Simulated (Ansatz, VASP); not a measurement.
**Two plane-wave programs on PdPt3S8**

```xyz
12
Lattice="3.5723 0.0000 0.0000 -1.7862 3.0937 0.0000 0.0000 0.0000 25.8517" Properties=species:S:1:pos:R:3 pbc="T T T"
Pd    0.0000    0.0000    0.0000
Pt    0.0000    0.0000    6.4210
Pt    0.0000    0.0000   12.9258
Pt    0.0000    0.0000   19.4307
S     1.7862    1.0312    5.1911
S     1.7862    1.0312   11.6959
S     1.7862    1.0312   18.2006
S     1.7862    1.0312   24.6221
S     0.0000    2.0625    1.2296
S     0.0000    2.0625    7.6510
S     0.0000    2.0625   14.1558
S     0.0000    2.0625   20.6605
```

Alike in both runs: task single point; functional PBE; k mesh 6 × 6 × 1; occupations gaussian, width 0.1 eV; no spin polarisation.

|  | VASP | Ansatz |
| --- | --- | --- |
| version | VASP 6.6.1 | Ansatz 0.2.0 |
| potentials or method | VASP PAW PBE potentials, release 64 (Pd, Pt, S), cutoff 520 eV | scalar-relativistic, plane waves, PAW |
| valence electrons in the cell | 88 | 120 |

Ansatz gave:

```
gap on the k mesh at the Fermi level (eV)                     : 1.38
least direct gap on the mesh (eV)                             : 1.38
pressure (GPa)                                                : 0.0
traceless stress, the component that is largest in VASP (GPa) : -0.02
rms of the force components (eV/Å)                            : 0.004
```

Q: Estimate VASP's values.

A: gap on the k mesh at the Fermi level (eV): 1.38; least direct gap on the mesh (eV): 1.38; pressure (GPa): -0.3; traceless stress, the component that is largest in VASP (GPa): 0.06; rms of the force components (eV/Å): 0.020.

Atom by atom the forces differ by 0.016 eV/Å (rms over components). VASP's potentials hold 88 valence electrons a cell and Ansatz's 120, so a difference there can come from the potentials and not from the codes.

Spin-orbit coupling is off throughout.
